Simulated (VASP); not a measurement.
# AlN (I4/mmm) in VASP: notebook, part 2 of 2

VASP 6.6.1. The steps go on from the part before.

## Step 5: Single point, PBE (strain +0.015 along x and y, +0.000 along z)

Contents of INCAR:

```
SYSTEM = AlN
  ALGO = Normal
  EDIFF = 1E-6
  ENCUT = 520
  GGA = PE
  ISIF = 2
  ISMEAR = 0
  LASPH = .True.
  LCHARG = .False.
  LREAL = .False.
  LWAVE = .False.
  NBANDS = 11
  NELM = 80
  PREC = Accurate
  SIGMA = 0.05
```

Contents of KPOINTS:

```
k-points
0
Gamma
  10 10 10
  0 0 0
```

Contents of POSCAR:

```
AlN
1.0
    0.0000000000      2.0650357700      2.0345180000
    2.0650357700      0.0000000000      2.0345180000
    2.0650357700      2.0650357700      0.0000000000
Al N
1 1
Direct
    0.5000000000      0.5000000000      0.5000000000
    0.0000000000      0.0000000000      0.0000000000
```

Potentials or basis: VASP PAW PBE potentials, release 64 (Al, N).

On the command line:

```
$ cat potpaw_PBE.64/Al/POTCAR potpaw_PBE.64/N/POTCAR > POTCAR
$ mpirun -np 1 vasp_std > vasp.out
```

OUTCAR:

```text
SYSTEM = AlN
   EDIFF = 1E-6
   ENCUT = 520
   GGA = PE
   ISIF = 2
   ISMEAR = 0
   LASPH = .True.
   LREAL = .False.
   NELM = 80
   PREC = Accurate

 ion  position               nearest neighbor table
   1  0.500  0.500  0.500-   2 2.03   2 2.03   2 2.07   2 2.07   2 2.07   2 2.07
   2  0.000  0.000  0.000-   1 2.03   1 2.03   1 2.07   1 2.07   1 2.07   1 2.07

  LATTYP: Found a body centered tetragonal cell.
 ALAT       =     2.9204015927
 C/A-ratio  =     1.3933138546

  Lattice vectors:

 A1 = (   0.0000000000,  -2.0650357700,  -2.0345180000)
 A2 = (   0.0000000000,   2.0650357700,  -2.0345180000)
 A3 = (   2.0650357700,   0.0000000000,   2.0345180000)

Analysis of symmetry for initial positions (statically):
=====================================================================
 Subroutine PRICEL returns:
 Original cell was already a primitive cell.

 Routine SETGRP: Setting up the symmetry group for a
 body centered tetragonal supercell.

 Subroutine GETGRP returns: Found 16 space group operations
 (whereof 16 operations were pure point group operations)
 out of a pool of 16 trial point group operations.

The static configuration has the point symmetry D_4h.

Analysis of symmetry for dynamics (positions and initial velocities):
=====================================================================
 Subroutine PRICEL returns:
 Original cell was already a primitive cell.

 Routine SETGRP: Setting up the symmetry group for a
 body centered tetragonal supercell.

 Subroutine GETGRP returns: Found 16 space group operations
 (whereof 16 operations were pure point group operations)
 out of a pool of 16 trial point group operations.

The dynamic configuration has the point symmetry D_4h.

 Subroutine INISYM returns: Found 16 space group operations
 (whereof 16 operations are pure point group operations),
 and found     1 'primitive' translations

----------------------------------------------------------------------------------------
[... 121 lines left out ...]
   IVDW    =     0    specifies the selected vdW correction
   LEPSILON=     F    determine dielectric tensor
   LRPA    =     F    only Hartree local field effects (RPA)
 non-spin polarized calculation
 Gauss-broadening in eV      SIGMA  =   0.05
  energy-cutoff  :      520.00
  volume of cell :       17.35
 maximum number of plane-waves:       487
 NGX is ok and might be reduce to    24
   NGX = 11   NGY = 11   NGZ = 11

 number of electron       8.0000001 magnetization

 Free energy of the ion-electron system (eV)
  ---------------------------------------------------
  ext. energy  EPLUGINS =         0.00000000
  ---------------------------------------------------
  free energy    TOTEN  =       -14.53306606 eV

  energy without entropy =      -14.53306606  energy(sigma->0) =      -14.53306606

 E-fermi :   9.6339     XC(G=0): -12.0584

 val. band max:        9.3788925631   @ k =   0.0000   0.0000   0.0000
 cond. band min:      13.4042666175   @ k =   0.5000   0.5000   0.0000
 fundamental gap:      4.0253740545
 Fermi energy:         9.6338858522

 k-point     1 :       0.0000    0.0000    0.0000
  band No.  band energies     occupation
      1      -7.7757      2.00000
      2       9.2674      2.00000
      3       9.3789      2.00000
      4       9.3789      2.00000
      5      14.3305      0.00000
      6      21.2890      0.00000
      7      21.2890      0.00000
      8      21.4811      0.00000
      9      26.3645      0.00000
     10      26.5384      0.00000
     11      27.0145      0.00000
[... 309 lines left out ...]
 k-point    24 :       0.4000    0.3000    0.0000
  band No.  band energies     occupation
      1      -4.8726      2.00000
      2       3.6861      2.00000
      3       6.6542      2.00000
      4       7.1166      2.00000
      5      15.0760      0.00000
      6      16.0879      0.00000
      7      21.1036      0.00000
      8      24.2235      0.00000
      9      24.9541      0.00000
     10      30.5536      0.00000
     11      33.4844      0.00000

 [... further k-points ...]

------------------------ aborting loop because EDIFF is reached ----------------------------------------

  FORCE on cell =-STRESS in cart. coord.  units (eV):
  Direction    XX          YY          ZZ          XY          YZ          ZX
  --------------------------------------------------------------------------------------
  -------------------------------------------------------------------------------------
  Total       -0.8696971     -0.8696971     -0.5235236      0.0000000      0.0000000      0.0000000
  in kB      -80.3030277    -80.3030277    -48.3392763      0.0000000      0.0000000      0.0000000
  external PRESSURE =     -69.6484439 kB  Pullay stress =       0.0000000 kB

 VOLUME and BASIS-vectors are now :
 -----------------------------------------------------------------------------
  energy-cutoff  :      520.00
  volume of cell :       17.35
      direct lattice vectors                 reciprocal lattice vectors
     0.000000000  2.065035770  2.034518000    -0.242126556  0.242126556  0.245758455
     2.065035770  0.000000000  2.034518000     0.242126556 -0.242126556  0.245758455
     2.065035770  2.065035770  0.000000000     0.242126556  0.242126556 -0.245758455

 POSITION                                       TOTAL-FORCE (eV/Angst)
 -----------------------------------------------------------------------------------
      2.06504      2.06504      2.03452         0.000000     -0.000000      0.000000
      0.00000      0.00000      0.00000        -0.000000      0.000000     -0.000000
 -----------------------------------------------------------------------------------
    total drift:                                0.000000     -0.000000     -0.000000

  FREE ENERGIE OF THE ION-ELECTRON SYSTEM (eV)
  ---------------------------------------------------
  free  energy   TOTEN  =       -14.5330660561 eV

  energy  without entropy=      -14.5330660561  energy(sigma->0) =      -14.53306606
```

OSZICAR:

```text
N       E                     dE             d eps       ncg     rms          rms(c)
DAV:   1     0.642957026866E+01    0.64296E+01   -0.39449E+03  2276   0.664E+02
DAV:   2    -0.155740202183E+02   -0.22004E+02   -0.21045E+02  2767   0.122E+02
DAV:   3    -0.162378327599E+02   -0.66381E+00   -0.66239E+00  2713   0.186E+01
DAV:   4    -0.162400364868E+02   -0.22037E-02   -0.22036E-02  2499   0.118E+00
DAV:   5    -0.162400531260E+02   -0.16639E-04   -0.16639E-04  2658   0.105E-01    0.742E+00
DAV:   6    -0.145498077681E+02    0.16902E+01   -0.77467E+00  2469   0.144E+01    0.259E+00
DAV:   7    -0.145395839270E+02    0.10224E-01   -0.15792E-01  2466   0.299E+00    0.173E+00
DAV:   8    -0.145333903216E+02    0.61936E-02   -0.17055E-02  2370   0.114E+00    0.331E-01
DAV:   9    -0.145330083075E+02    0.38201E-03   -0.16413E-03  2592   0.237E-01    0.147E-01
DAV:  10    -0.145330714724E+02   -0.63165E-04   -0.14177E-04  2507   0.886E-02    0.374E-02
DAV:  11    -0.145330664259E+02    0.50465E-05   -0.15761E-05  2613   0.221E-02    0.790E-03
DAV:  12    -0.145330660561E+02    0.36981E-06   -0.56305E-07  1362   0.642E-03
   1 F= -.14533066E+02 E0= -.14533066E+02  d E =-.285761E-15
```

Wall time 6.5 s (1 thread of Intel Xeon 6975P-C (Granite Rapids), shared host); peak memory 0.14 GiB.

Results:

```yaml
Free_energy: -14.5331 eV
Pressure: -7.0 GPa
Band_gap_on_the_k_mesh: 4.03 eV, indirect (least direct gap 4.95 eV)
```

Caveat: the cell differs from its parent crystal (strain +0.015 along x and y, +0.000 along z).

## Step 6: Overview

| cell | gap on the mesh (eV) | pressure (GPa) |
| --- | --- | --- |
| a = 2.878, b = 2.878, c = 2.920 Å, angles 59.5, 59.5, 61.0°, 2 atoms | 4.05 | -3.2 |
| a = 2.921, b = 2.921, c = 2.877 Å, angles 60.5, 60.5, 59.0°, 2 atoms | 3.93 | -6.6 |
| a = 2.921, b = 2.921, c = 2.964 Å, angles 59.5, 59.5, 61.0°, 2 atoms | 3.66 | -12.9 |
| a = 2.899, b = 2.899, c = 2.920 Å, angles 59.8, 59.8, 60.5°, 2 atoms | 4.03 | -7.0 |

Alike in all rows: task single point; level PBE; potentials or basis VASP PAW PBE potentials, release 64 (Al, N); no spin polarisation; k mesh 10 × 10 × 10; cutoff (eV) 520; smearing gaussian 0.05 eV.

Absolute energies hang on the potentials; compare differences alone.
